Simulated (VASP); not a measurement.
# Al in VASP: relaxation of the atoms with PBE

Aim: the relaxation of the atoms of Al with PBE.

All numbers are computed with VASP 6.6.1; they aren't measurements. Logs are shortened: lines on timing, memory, paths and dates and some standing lists are left out, and cuts for length are marked.

**1. The cell of the first run**

The cell holds a slab with vacuum, 4 atoms: a = 2.858 Å, b = 4.041 Å, c = 19.287 Å, α = 90.00°, β = 90.00°, γ = 90.00°.

**2. Relaxation of the atoms, PBE**

Contents of INCAR:

```
SYSTEM = Al
  PREC = Accurate
  ENCUT = 520
  EDIFF = 1E-6
  ISMEAR = 0
  SIGMA = 0.1
  LREAL = .False.
  LASPH = .True.
  NELM = 60
  ALGO = Normal
  ISIF = 2
  LWAVE = .False.
  LCHARG = .False.
  LDIPOL = .True.
  IDIPOL = 3
  DIPOL = 0.5 0.5 0.500
  GGA = PE
  IBRION = 2
  NSW = 80
  EDIFFG = -0.02
```

Contents of KPOINTS:

```
regular mesh
0
Gamma
  12 9 1
  0 0 0
```

Contents of POSCAR:

```
Al
1.0
    2.8577415166      0.0000000000      0.0000000000
    0.0000000000      4.0414568105      0.0000000000
    0.0000000000      0.0000000000     19.2866122749
Al
4
Direct
    0.5000000000      0.5000000000      0.3888707821
    0.0000000000      0.0000000000      0.4629569274
    0.5000000000      0.5000000000      0.5370430726
    0.0000000000      0.0000000000      0.6111292179
```

Potentials or basis: VASP PAW PBE potentials, release 64 (Al).

Run with:

```console
> cat potpaw_PBE.64/Al/POTCAR > POTCAR
> mpirun -np 1 vasp_std > vasp.out
```

OUTCAR:

```text
SYSTEM = Al
   PREC = Accurate
   ENCUT = 520
   EDIFF = 1E-6
   ISMEAR = 0
   LREAL = .False.
   LASPH = .True.
   NELM = 60
   ISIF = 2
   GGA = PE
   IBRION = 2
   NSW = 80
   EDIFFG = -0.02

 ion  position               nearest neighbor table
   1  0.500  0.500  0.389-   3 2.86   2 2.86   2 2.86   2 2.86   2 2.86
   2  0.000  0.000  0.463-   3 2.86   3 2.86   3 2.86   3 2.86   4 2.86   1 2.86   1 2.86   1 2.86
                             1 2.86
   3  0.500  0.500  0.537-   2 2.86   2 2.86   2 2.86   2 2.86   1 2.86   4 2.86   4 2.86   4 2.86
                             4 2.86
   4  0.000  0.000  0.611-   2 2.86   3 2.86   3 2.86   3 2.86   3 2.86

  LATTYP: Found a simple orthorhombic cell.
 ALAT       =     2.8577415166
 B/A-ratio  =     1.4142135624
 C/A-ratio  =     6.7489001937

  Lattice vectors:

 A1 = (   2.8577415166,   0.0000000000,   0.0000000000)
 A2 = (   0.0000000000,   4.0414568105,   0.0000000000)
 A3 = (   0.0000000000,   0.0000000000,  19.2866122749)

Analysis of symmetry for initial positions (statically):
=====================================================================
 Subroutine PRICEL returns:
 Original cell was already a primitive cell.

 Routine SETGRP: Setting up the symmetry group for a
 simple orthorhombic supercell.

 Subroutine GETGRP returns: Found  8 space group operations
 (whereof  4 operations were pure point group operations)
 out of a pool of  8 trial point group operations.

The static configuration has the point symmetry C_2v.
 The point group associated with its full space group is D_2h.

Analysis of symmetry for dynamics (positions and initial velocities):
=====================================================================
 Subroutine PRICEL returns:
 Original cell was already a primitive cell.

 Routine SETGRP: Setting up the symmetry group for a
 simple orthorhombic supercell.

 Subroutine GETGRP returns: Found  8 space group operations
 (whereof  4 operations were pure point group operations)
 out of a pool of  8 trial point group operations.

The dynamic configuration has the point symmetry C_2v.
 The point group associated with its full space group is D_2h.

 Subroutine INISYM returns: Found  8 space group operations
 (whereof  4 operations are pure point group operations),
 and found     1 'primitive' translations

----------------------------------------------------------------------------------------

                                     Primitive cell

  volume of cell :     222.7496

  direct lattice vectors                    reciprocal lattice vectors
     2.857741517  0.000000000  0.000000000     0.349926680  0.000000000  0.000000000
     0.000000000  4.041456810  0.000000000     0.000000000  0.247435528  0.000000000
     0.000000000  0.000000000 19.286612275     0.000000000  0.000000000  0.051849438

  length of vectors
     2.857741517  4.041456810 19.286612275     0.349926680  0.247435528  0.051849438

  position of ions in fractional coordinates (direct lattice)
     0.500000000  0.500000000  0.388870782
     0.000000000  0.000000000  0.462956927
     0.500000000  0.500000000  0.537043073
     0.000000000  0.000000000  0.611129218

  ion indices of the primitive-cell ions
   primitive index   ion index
                 1           1
                 2           2
                 3           3
                 4           4

----------------------------------------------------------------------------------------

 KPOINTS: regular mesh

Automatic generation of k-mesh.
 Grid dimensions read from file:
 generate k-points for:   12    9    1

 Generating k-lattice:

  Cartesian coordinates                     Fractional coordinates (reciprocal lattice)
     0.029160557  0.000000000  0.000000000     0.083333333  0.000000000  0.000000000
     0.000000000  0.027492836  0.000000000     0.000000000  0.111111111  0.000000000
     0.000000000  0.000000000  0.051849438     0.000000000  0.000000000  1.000000000

  Length of vectors
     0.029160557  0.027492836  0.051849438

  Shift w.r.t. Gamma in fractional coordinates (k-lattice)
     0.000000000  0.000000000  0.000000000

 Subroutine IBZKPT returns following result:
 ===========================================

 Found     35 irreducible k-points:

 Following reciprocal coordinates:
            Coordinates               Weight
  0.000000  0.000000  0.000000      1.000000
  0.083333  0.000000  0.000000      2.000000
  0.166667  0.000000  0.000000      2.000000
  0.250000  0.000000  0.000000      2.000000
  0.333333  0.000000  0.000000      2.000000
  0.416667  0.000000  0.000000      2.000000
[... 16 lines left out ...]
  0.083333  0.333333  0.000000      4.000000
  0.166667  0.333333  0.000000      4.000000
 [... further k-points ...]
   k-points           NKPTS =     35   k-points in BZ     NKDIM =     35   number of bands    NBANDS=     10
   number of dos      NEDOS =    301   number of ions     NIONS =      4
   total plane-waves  NPLWV = 103680
   dimension x,y,z NGX =    24 NGY =   30 NGZ =  144
   dimension x,y,z NGXF=    48 NGYF=   60 NGZF=  288
   ions per type =               4
   NGX,Y,Z   is equivalent  to a cutoff of  13.96, 12.34, 12.41 a.u.
   NGXF,Y,Z  is equivalent  to a cutoff of  27.92, 24.68, 24.82 a.u.
 SYSTEM =  Al
   PREC   = accura    normal or accurate (medium, high low for compatibility)
   ISTART =      0    job   : 0-new  1-cont  2-samecut
   ICHARG =      2    charge: 1-file 2-atom 10-const
   ISPIN  =      1    spin polarized calculation?
   LNONCOLLINEAR =      F non collinear calculations
   LSORBIT =      F    spin-orbit coupling
   LASPH  =      T    aspherical Exc in radial PAW
   ENCUT  =  520.0 eV  38.22 Ry    6.18 a.u.   5.31  7.51 35.86*2*pi/ulx,y,z
   NELM   =     60;   NELMIN=  2; NELMDL= -5     # of ELM steps
   EDIFF  = 0.1E-05   stopping-criterion for ELM
   LREAL  =      F    real-space projection
   EDIFFG = -.2E-01   stopping-criterion for IOM
   NSW    =     80    number of steps for IOM
   IBRION =      2    ionic relax: 0-MD 1-quasi-New 2-CG
   NFREE  =      1    steps in history (QN), initial steepest desc. (CG)
   ISIF   =      2    stress and relaxation
   ISYM   =      2    0-nonsym 1-usesym 2-fastsym
   POTIM  = 0.5000    time-step for ionic-motion
   TEBEG  =    0.0;   TEEND  =   0.0 temperature during run
   PSTRESS=    0.0 pullay stress
   NELECT =      12.0000    total number of electrons
   NUPDOWN=      -1.0000    fix difference up-down
   EMIN   =  10.00;   EMAX   =-10.00  energy-range for DOS
   EFERMI =   0.00;   METHOD = LEGACY
   ISMEAR =     0;   SIGMA  =   0.10  broadening in eV -4-tet -1-fermi 0-gaus
   EFERMI_NEDOS =   21; number of points for ismear=-14 and -15
   IALGO  =     38    algorithm
   IMIX   =      4    mixing-type and parameters
     AMIX     =   0.40;   BMIX     =  1.00
     AMIX_MAG =   1.60;   BMIX_MAG =  1.00
  volume/ion in A,a.u.               =      55.69       375.80
  Fermi-wavevector in a.u.,A,eV,Ry     =   0.618296  1.168410  5.201367  0.382290
  Thomas-Fermi vector in A             =   1.676687
   LORBIT       =      0    0 simple, 1 ext, 2 COOP (PROOUT), +10 PAW based schemes
   GGA     = PE    functional components
   LHFCALC =     F    Hartree Fock is set to
   AEXX    =    0.0000 exact exchange contribution
   IVDW    =     0    specifies the selected vdW correction
   LEPSILON=     F    determine dielectric tensor
   LRPA    =     F    only Hartree local field effects (RPA)
 conjugate gradient relaxation of ions
 non-spin polarized calculation
 Gauss-broadening in eV      SIGMA  =   0.10
  energy-cutoff  :      520.00
  volume of cell :      222.75
 maximum number of plane-waves:      6029
 NGX is ok and might be reduce to    24
   NGX = 11   NGY = 15   NGZ = 71

--------------------------------------- Ionic step        1  -------------------------------------------

 number of electron      12.0000000 magnetization

 Free energy of the ion-electron system (eV)
  ---------------------------------------------------
  ext. energy  EPLUGINS =         0.00000000
  ---------------------------------------------------
  free energy    TOTEN  =       -13.61862854 eV

  energy without entropy =      -13.60794320  energy(sigma->0) =      -13.61328587

------------------------ aborting loop because EDIFF is reached ----------------------------------------

  FORCE on cell =-STRESS in cart. coord.  units (eV):
  Direction    XX          YY          ZZ          XY          YZ          ZX
  --------------------------------------------------------------------------------------
  -------------------------------------------------------------------------------------
  Total       -3.9549255     -0.6030009     -0.5668589      0.0000000      0.0000000      0.0000000
  in kB      -28.4467105     -4.3372226     -4.0772627      0.0000000      0.0000000      0.0000000
  external PRESSURE =     -12.2870653 kB  Pullay stress =       0.0000000 kB
[... 95 lines left out ...]
  FREE ENERGIE OF THE ION-ELECTRON SYSTEM (eV)
  ---------------------------------------------------
  free  energy   TOTEN  =       -13.6353152970 eV

  energy  without entropy=      -13.6236556733  energy(sigma->0) =      -13.62948549

 dipolmoment           0.000000      0.000000     -0.000000 electrons x Angstroem

--------------------------------------- Ionic step        4  -------------------------------------------

 number of electron      12.0000000 magnetization

------------------------ aborting loop because EDIFF is reached ----------------------------------------
[... 109 lines left out ...]
--------------------------------------- Ionic step        7  -------------------------------------------

 number of electron      12.0000000 magnetization

 dipolmoment           0.000000      0.000000      0.000000 electrons x Angstroem

 Free energy of the ion-electron system (eV)
  ---------------------------------------------------
  ext. energy  EPLUGINS =         0.00000000
  ---------------------------------------------------
  free energy    TOTEN  =       -13.64151981 eV

  energy without entropy =      -13.63077075  energy(sigma->0) =      -13.63614528

 E-fermi :  -0.4595     XC(G=0):  -4.0333

 val. band max:       -0.4711127258   @ k =   0.3333   0.1111   0.0000
 cond. band min:      -0.4135900767   @ k =   0.4167   0.3333   0.0000
 fundamental gap:      0.0575226492
 Fermi energy:        -0.4595239221

 k-point     1 :       0.0000    0.0000    0.0000
  band No.  band energies     occupation
      1     -10.7298      2.00000
      2      -8.3112      2.00000
      3      -4.8521      2.00000
      4      -2.6030      2.00000
      5      -1.7556      2.00000
      6      -1.0484      2.00000
      7      -0.3613      0.16487
      8       0.9285      0.00000
      9       1.9101      0.00000
     10       3.3591      0.00000
[... 287 lines left out ...]
 k-point    24 :       0.1667    0.3333    0.0000
  band No.  band energies     occupation
      1      -9.2397      2.00000
      2      -6.9442      2.00000
      3      -6.1748      2.00000
      4      -4.2036      2.00000
      5      -3.0534      2.00000
      6      -1.1712      2.00000
      7       0.8694      0.00000
      8       2.2409      0.00000
      9       2.2691      0.00000
     10       3.7309      0.00000

 [... further k-points ...]

------------------------ aborting loop because EDIFF is reached ----------------------------------------

 vacuum level on the upper side and lower side of the slab       (xc-potential included)        -0.008        -0.008

  FORCE on cell =-STRESS in cart. coord.  units (eV):
  Direction    XX          YY          ZZ          XY          YZ          ZX
  --------------------------------------------------------------------------------------
  -------------------------------------------------------------------------------------
  Total       -3.1646777     -0.2312868      0.0116461      0.0000000      0.0000000      0.0000000
  in kB      -22.7626713     -1.6635833      0.0837671      0.0000000      0.0000000      0.0000000
  external PRESSURE =      -8.1141625 kB  Pullay stress =       0.0000000 kB
[... 19 lines left out ...]
  FREE ENERGIE OF THE ION-ELECTRON SYSTEM (eV)
  ---------------------------------------------------
  free  energy   TOTEN  =       -13.6415198124 eV

  energy  without entropy=      -13.6307707461  energy(sigma->0) =      -13.63614528

 reached required accuracy - stopping structural energy minimisation

 vacuum level on the upper side and lower side of the slab         3.646         3.646
```

Wall time 2.7 min (1 thread of Intel Xeon 8259CL, shared host); peak memory 0.34 GiB.

What came out:

```yaml
Free_energy: -13.6415 eV
Energy_gained_by_relaxing: 5.7 meV/atom
Ionic_steps: 7
Largest_force_after_relaxing: 0.005 eV/Å
Band_gap_on_the_k_mesh: zero (bands 6 and 7 overlap by 1.35 eV)
```

Forces on the atoms (eV/Å):
```
Al   0.000  0.000 -0.002
Al   0.000  0.000 -0.005
Al   0.000  0.000  0.005
Al   0.000  0.000  0.002
```

The path:
```
step  energy change (eV)  largest force (eV/Å)  pressure (GPa)
   1              0.0000                0.1848           -1.23
   2             -0.0053                0.1657           -1.19
   3             -0.0167                0.1124           -1.08
   4             -0.0196                0.1218           -0.81
   5             -0.0216                0.0559           -0.92
   6             -0.0226                0.0278           -0.87
   7             -0.0229                0.0048           -0.81
```

Final structure:
```yaml
crystal:
  lattice:
    - [2.85774, 0.00000, 0.00000]
    - [0.00000, 4.04146, 0.00000]
    - [0.00000, 0.00000, 19.28661]
  atoms:
    - { symbol: Al, position: [0.50000, 0.50000, 0.39318] }
    - { symbol: Al, position: [0.00000, 0.00000, 0.46043] }
    - { symbol: Al, position: [0.50000, 0.50000, 0.53957] }
    - { symbol: Al, position: [0.00000, 0.00000, 0.60682] }
```

The gap in the log of VASP goes by the Fermi energy; the results here count the filled bands.